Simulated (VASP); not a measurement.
A run of VASP 6.6.1 is set up as follows.

INCAR

```
  ALGO = Normal
  EDIFF = 1E-6
  ENCUT = 520
  GGA = PE
  ISIF = 2
  ISMEAR = -1
  LASPH = T
  LCHARG = F
  LREAL = F
  LWAVE = F
  NBANDS = 33
  NELM = 60
  PREC = Accurate
  SIGMA = 0.02
```

File KPOINTS:

```
k-points
0
Gamma
  6 6 8
```

POSCAR

```
TiO2
1.0
    4.5968534940      0.0000000000      0.0000000000
    0.0000000000      4.5968534940      0.0000000000
    0.0000000000      0.0000000000      2.8353516159
Ti O
2 4
Direct
    0.0000000000      0.0000000000      0.0000000000
    0.5000000000      0.5000000000      0.5000000000
    0.3026069597      0.3026069597      0.0000000000
    0.1973930403      0.8026069597      0.5000000000
    0.8026069597      0.1973930403      0.5000000000
    0.6973930403      0.6973930403      0.0000000000
```

Potentials or basis: VASP PAW PBE potentials, release 64 (Ti_sv, O).

Run with:

```bash
$ cat potpaw_PBE.64/Ti_sv/POTCAR potpaw_PBE.64/O/POTCAR > POTCAR
$ mpirun -np 1 vasp_std > vasp.out
```

Task: Predict the band gap on the k mesh.

Result: 1.94 eV, direct.

Task: Predict the largest force.

Result: 0.108 eV/Å.

Forces on the atoms (eV/Å):
```
Ti   0.000  0.000  0.000
Ti   0.000  0.000  0.000
O   -0.077 -0.077  0.000
O    0.077 -0.077  0.000
O   -0.077  0.077  0.000
O    0.077  0.077  0.000
```

Caveat: the cell differs from its parent crystal (uniaxial z strain -4.0%). A k mesh can miss the band edges.
